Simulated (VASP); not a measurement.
# Zn2Sb (I4_1/amd) in VASP: single point with PBE

Aim: the single point of Zn2Sb with PBE.

Everything below comes from runs of VASP 6.6.1. Logs are shortened: lines on timing, memory, paths and dates and some standing lists are left out, and cuts for length are marked.

### 1 The cell of the first run

Symmetry: I4_1/amd, No. 141, tetragonal system. Conventional cell: a = 5.335 Å, b = 5.335 Å, c = 14.030 Å, α = 90.00°, β = 90.00°, γ = 90.00°. Zn (site symmetry 2mm) has 3 Sb at 2.77 Å and 2 Zn at 3.36 Å within 3.6 Å. Sb (site symmetry -4m2) has 6 Zn at 2.77 Å within 3.6 Å.

### 2 Single point, PBE

File INCAR:

```
SYSTEM = Zn2Sb
ALGO = Fast
EDIFF = 1E-6
ENCUT = 520
GGA = PE
ISIF = 2
ISMEAR = 0
LASPH = .True.
LCHARG = .False.
LREAL = .False.
LWAVE = .False.
NBANDS = 38
NELM = 80
PREC = Accurate
SIGMA = 0.1
```

File KPOINTS:

```
k-points
0
Gamma
  6 6 6
  0 0 0
```

File POSCAR:

```
Zn2Sb
1.0
   -2.6674690749      2.6674690749      7.0151984576
    2.6674690749     -2.6674690749      7.0151984576
    2.6674690749      2.6674690749     -7.0151984576
Zn Sb
4 2
Direct
    0.1975250588      0.1975250588      0.0000000000
    0.9475250588      0.4475250588      0.5000000000
    0.5524749412      0.0524749412      0.5000000000
    0.8024749412      0.8024749412      0.0000000000
    0.0000000000      0.0000000000      0.0000000000
    0.7500000000      0.2500000000      0.5000000000
```

Potentials or basis: VASP PAW PBE potentials, release 64 (Zn, Sb).

Started as:

```console
$ cat potpaw_PBE.64/Zn/POTCAR potpaw_PBE.64/Sb/POTCAR > POTCAR
$ mpirun -np 1 vasp_std > vasp.out
```

OUTCAR:

```text
SYSTEM = Zn2Sb
   EDIFF = 1E-6
   ENCUT = 520
   GGA = PE
   ISIF = 2
   ISMEAR = 0
   LASPH = .True.
   LREAL = .False.
   NELM = 80
   PREC = Accurate

 ion  position               nearest neighbor table
   1  0.198  0.198  0.000-   6 2.77   6 2.77   5 2.77
   2  0.948  0.448  0.500-   5 2.77   5 2.77   6 2.77
   3  0.552  0.052  0.500-   5 2.77   5 2.77   6 2.77
   4  0.802  0.802  0.000-   6 2.77   6 2.77   5 2.77
   5  0.000  0.000  0.000-   3 2.77   2 2.77   3 2.77   2 2.77   1 2.77   4 2.77
   6  0.750  0.250  0.500-   4 2.77   1 2.77   4 2.77   1 2.77   2 2.77   3 2.77

  LATTYP: Found a body centered tetragonal cell.
 ALAT       =     5.3349381498
 C/A-ratio  =     2.6299080741

  Lattice vectors:

 A1 = (  -2.6674690749,   2.6674690749,   7.0151984576)
 A2 = (   2.6674690749,  -2.6674690749,   7.0151984576)
 A3 = (   2.6674690749,   2.6674690749,  -7.0151984576)

Analysis of symmetry for initial positions (statically):
=====================================================================
 Subroutine PRICEL returns:
 Original cell was already a primitive cell.

 Routine SETGRP: Setting up the symmetry group for a
 body centered tetragonal supercell.

 Subroutine GETGRP returns: Found 16 space group operations
 (whereof  8 operations were pure point group operations)
 out of a pool of 16 trial point group operations.

The static configuration has the point symmetry D_2d.
 The point group associated with its full space group is D_4h.

Analysis of symmetry for dynamics (positions and initial velocities):
=====================================================================
 Subroutine PRICEL returns:
 Original cell was already a primitive cell.

 Routine SETGRP: Setting up the symmetry group for a
 body centered tetragonal supercell.

 Subroutine GETGRP returns: Found 16 space group operations
 (whereof  8 operations were pure point group operations)
 out of a pool of 16 trial point group operations.

The dynamic configuration has the point symmetry D_2d.
 The point group associated with its full space group is D_4h.

 Subroutine INISYM returns: Found 16 space group operations
 (whereof  8 operations are pure point group operations),
 and found     1 'primitive' translations

----------------------------------------------------------------------------------------

                                     Primitive cell

  volume of cell :     199.6635

  direct lattice vectors                    reciprocal lattice vectors
    -2.667469075  2.667469075  7.015198458     0.000000000  0.187443598  0.071273821
     2.667469075 -2.667469075  7.015198458     0.187443598  0.000000000  0.071273821
     2.667469075  2.667469075 -7.015198458     0.187443598  0.187443598  0.000000000

  length of vectors
     7.965161137  7.965161137  7.965161137     0.200536929  0.200536929  0.265085278

  position of ions in fractional coordinates (direct lattice)
     0.197525059  0.197525059  0.000000000
     0.947525059  0.447525059  0.500000000
     0.552474941  0.052474941  0.500000000
     0.802474941  0.802474941  0.000000000
     0.000000000  0.000000000  0.000000000
     0.750000000  0.250000000  0.500000000

  ion indices of the primitive-cell ions
   primitive index   ion index
                 1           1
                 2           2
                 3           3
                 4           4
                 5           5
                 6           6

----------------------------------------------------------------------------------------

 KPOINTS: k-points

Automatic generation of k-mesh.
 Grid dimensions read from file:
 generate k-points for:    6    6    6

 Generating k-lattice:

  Cartesian coordinates                     Fractional coordinates (reciprocal lattice)
     0.000000000  0.031240600  0.011878970     0.166666667  0.000000000 -0.000000000
     0.031240600  0.000000000  0.011878970     0.000000000  0.166666667 -0.000000000
     0.031240600  0.031240600  0.000000000     0.000000000  0.000000000  0.166666667

  Length of vectors
     0.033422821  0.033422821  0.044180880

  Shift w.r.t. Gamma in fractional coordinates (k-lattice)
     0.000000000  0.000000000  0.000000000

 Subroutine IBZKPT returns following result:
 ===========================================

 Found     30 irreducible k-points:

 Following reciprocal coordinates:
            Coordinates               Weight
  0.000000  0.000000  0.000000      1.000000
  0.166667  0.000000 -0.000000      8.000000
  0.333333  0.000000 -0.000000      8.000000
  0.500000  0.000000 -0.000000      4.000000
  0.166667  0.166667 -0.000000      8.000000
  0.333333  0.166667 -0.000000     16.000000
[... 16 lines left out ...]
 -0.333333 -0.333333  0.166667      8.000000
 -0.166667 -0.333333  0.166667      8.000000
 [... further k-points ...]
   k-points           NKPTS =     30   k-points in BZ     NKDIM =     30   number of bands    NBANDS=     38
   number of dos      NEDOS =    301   number of ions     NIONS =      6
   total plane-waves  NPLWV = 216000
   dimension x,y,z NGX =    60 NGY =   60 NGZ =   60
   dimension x,y,z NGXF=   120 NGYF=  120 NGZF=  120
   ions per type =               4   2
   NGX,Y,Z   is equivalent  to a cutoff of  12.52, 12.52, 12.52 a.u.
   NGXF,Y,Z  is equivalent  to a cutoff of  25.05, 25.05, 25.05 a.u.
 SYSTEM =  Zn2Sb
   PREC   = accura    normal or accurate (medium, high low for compatibility)
   ISTART =      0    job   : 0-new  1-cont  2-samecut
   ICHARG =      2    charge: 1-file 2-atom 10-const
   ISPIN  =      1    spin polarized calculation?
   LNONCOLLINEAR =      F non collinear calculations
   LSORBIT =      F    spin-orbit coupling
   LASPH  =      T    aspherical Exc in radial PAW
   ENCUT  =  520.0 eV  38.22 Ry    6.18 a.u.  14.81 14.81 14.81*2*pi/ulx,y,z
   NELM   =     80;   NELMIN=  2; NELMDL= -5     # of ELM steps
   EDIFF  = 0.1E-05   stopping-criterion for ELM
   LREAL  =      F    real-space projection
[... 7 lines left out ...]
   TEBEG  =    0.0;   TEEND  =   0.0 temperature during run
   PSTRESS=    0.0 pullay stress
   NELECT =      58.0000    total number of electrons
   NUPDOWN=      -1.0000    fix difference up-down
   EMIN   =  10.00;   EMAX   =-10.00  energy-range for DOS
   EFERMI =   0.00;   METHOD = LEGACY
   ISMEAR =     0;   SIGMA  =   0.10  broadening in eV -4-tet -1-fermi 0-gaus
   EFERMI_NEDOS =   21; number of points for ismear=-14 and -15
   IALGO  =     68    algorithm
   IMIX   =      4    mixing-type and parameters
     AMIX     =   0.40;   BMIX     =  1.00
     AMIX_MAG =   1.60;   BMIX_MAG =  1.00
  volume/ion in A,a.u.               =      33.28       224.57
  Fermi-wavevector in a.u.,A,eV,Ry     =   1.084221  2.048881 15.994135  1.175536
  Thomas-Fermi vector in A             =   2.220306
   LORBIT       =      0    0 simple, 1 ext, 2 COOP (PROOUT), +10 PAW based schemes
   GGA     = PE    functional components
   LHFCALC =     F    Hartree Fock is set to
   AEXX    =    0.0000 exact exchange contribution
   IVDW    =     0    specifies the selected vdW correction
   LEPSILON=     F    determine dielectric tensor
   LRPA    =     F    only Hartree local field effects (RPA)
 non-spin polarized calculation
 RMM-DIIS sequential band-by-band and
 Gauss-broadening in eV      SIGMA  =   0.10
  energy-cutoff  :      520.00
  volume of cell :      199.66
 maximum number of plane-waves:      5392
   NGX = 29   NGY = 29   NGZ = 29

 number of electron      57.9999986 magnetization

 Free energy of the ion-electron system (eV)
  ---------------------------------------------------
  ext. energy  EPLUGINS =         0.00000000
  ---------------------------------------------------
  free energy    TOTEN  =       -11.08695758 eV

  energy without entropy =      -11.08509039  energy(sigma->0) =      -11.08602398

 E-fermi :   1.7949     XC(G=0):  -7.8406

 val. band max:        1.7088936599   @ k =  -0.1667   0.1667   0.1667
 cond. band min:       1.9052080439   @ k =   0.5000   0.5000  -0.0000
 fundamental gap:      0.1963143840
 Fermi energy:         1.7948586920

 k-point     1 :       0.0000    0.0000    0.0000
  band No.  band energies     occupation
      1      -8.8150      2.00000
      2      -7.8907      2.00000
      3      -5.6247      2.00000
      4      -5.5709      2.00000
      5      -5.5010      2.00000
      6      -5.5010      2.00000
[... 30 lines left out ...]
     37       5.9716      0.00000
     38       7.2238      0.00000

 k-point     2 :       0.1667    0.0000   -0.0000
  band No.  band energies     occupation
      1      -8.7309      2.00000
      2      -7.8813      2.00000
      3      -5.6198      2.00000
      4      -5.5972      2.00000
      5      -5.5114      2.00000
      6      -5.4858      2.00000
[... 30 lines left out ...]
     37       5.5279      0.00000
     38       6.4640      0.00000

 k-point     3 :       0.3333    0.0000   -0.0000
  band No.  band energies     occupation
      1      -8.5303      2.00000
      2      -7.8799      2.00000
      3      -5.6432      2.00000
      4      -5.5887      2.00000
      5      -5.5212      2.00000
      6      -5.5115      2.00000
[... 30 lines left out ...]
     37       5.3317      0.00000
     38       5.9005      0.00000

 k-point     4 :       0.5000    0.0000   -0.0000
  band No.  band energies     occupation
      1      -8.4007      2.00000
      2      -7.8996      2.00000
      3      -5.6171      2.00000
      4      -5.6125      2.00000
      5      -5.5408      2.00000
      6      -5.5241      2.00000
[... 30 lines left out ...]
     37       6.1671      0.00000
     38       6.3291      0.00000
[... 703 lines left out ...]
      4      -5.5759      2.00000
      5      -5.5197      2.00000
      6      -5.5109      2.00000
[... 30 lines left out ...]
     37       5.6763      0.00000
     38       5.7689      0.00000

 k-point    23 :      -0.3333   -0.3333    0.1667
  band No.  band energies     occupation
      1      -8.4908      2.00000
      2      -8.0779      2.00000
      3      -5.6161      2.00000
      4      -5.6157      2.00000
      5      -5.5023      2.00000
      6      -5.5012      2.00000
[... 30 lines left out ...]
     37       5.9084      0.00000
     38       6.2234      0.00000

 k-point    24 :      -0.1667   -0.3333    0.1667
  band No.  band energies     occupation
      1      -8.6364      2.00000
      2      -8.0177      2.00000
      3      -5.6200      2.00000
      4      -5.5936      2.00000
      5      -5.5102      2.00000
      6      -5.4886      2.00000
[... 30 lines left out ...]
     37       5.6335      0.00000
     38       5.9160      0.00000

 [... further k-points ...]

------------------------ aborting loop because EDIFF is reached ----------------------------------------

  FORCE on cell =-STRESS in cart. coord.  units (eV):
  Direction    XX          YY          ZZ          XY          YZ          ZX
  --------------------------------------------------------------------------------------
  -------------------------------------------------------------------------------------
  Total        0.0105089      0.0105089      0.3408642      0.0000000      0.0000000      0.0000000
  in kB        0.0843278      0.0843278      2.7352260      0.0000000      0.0000000      0.0000000
  external PRESSURE =       0.9679605 kB  Pullay stress =       0.0000000 kB

 VOLUME and BASIS-vectors are now :
 -----------------------------------------------------------------------------
  energy-cutoff  :      520.00
  volume of cell :      199.66
      direct lattice vectors                 reciprocal lattice vectors
    -2.667469075  2.667469075  7.015198458     0.000000000  0.187443598  0.071273821
     2.667469075 -2.667469075  7.015198458     0.187443598  0.000000000  0.071273821
     2.667469075  2.667469075 -7.015198458     0.187443598  0.187443598  0.000000000

 POSITION                                       TOTAL-FORCE (eV/Angst)
 -----------------------------------------------------------------------------------
      0.00000      0.00000      2.77135        -0.000000     -0.000000     -0.016468
      0.00000      2.66747      6.27895         0.000000      0.000000     -0.016468
      0.00000      2.66747      0.73624         0.000000      0.000000      0.016468
      0.00000      0.00000     11.25904         0.000000      0.000000      0.016468
      0.00000      0.00000      0.00000        -0.000000     -0.000000      0.000000
     -0.00000      2.66747      3.50760        -0.000000     -0.000000      0.000000
 -----------------------------------------------------------------------------------
    total drift:                               -0.000000      0.000000      0.000000

  FREE ENERGIE OF THE ION-ELECTRON SYSTEM (eV)
  ---------------------------------------------------
  free  energy   TOTEN  =       -11.0869575754 eV

  energy  without entropy=      -11.0850903855  energy(sigma->0) =      -11.08602398
```

It took 3.5 min on 1 thread of Intel Xeon 6975P-C (Granite Rapids), shared host; peak memory 0.54 GiB.

Results:

* Free energy: -11.0870 eV
* Pressure: 0.1 GPa
* Largest force: 0.016 eV/Å
* Band gap on the k mesh: zero (bands 29 and 30 overlap by 2.36 eV)

Forces on the atoms (eV/Å):
```
Zn   0.000  0.000 -0.016
Zn   0.000  0.000 -0.016
Zn   0.000  0.000  0.016
Zn   0.000  0.000  0.016
Sb   0.000  0.000  0.000
Sb   0.000  0.000  0.000
```

Stress tensor (GPa, compression positive):
```
0.01 0.00 0.00
0.00 0.01 0.00
0.00 0.00 0.27
```

Caveat: spin-orbit coupling is left out, which moves the levels of the heavy elements.
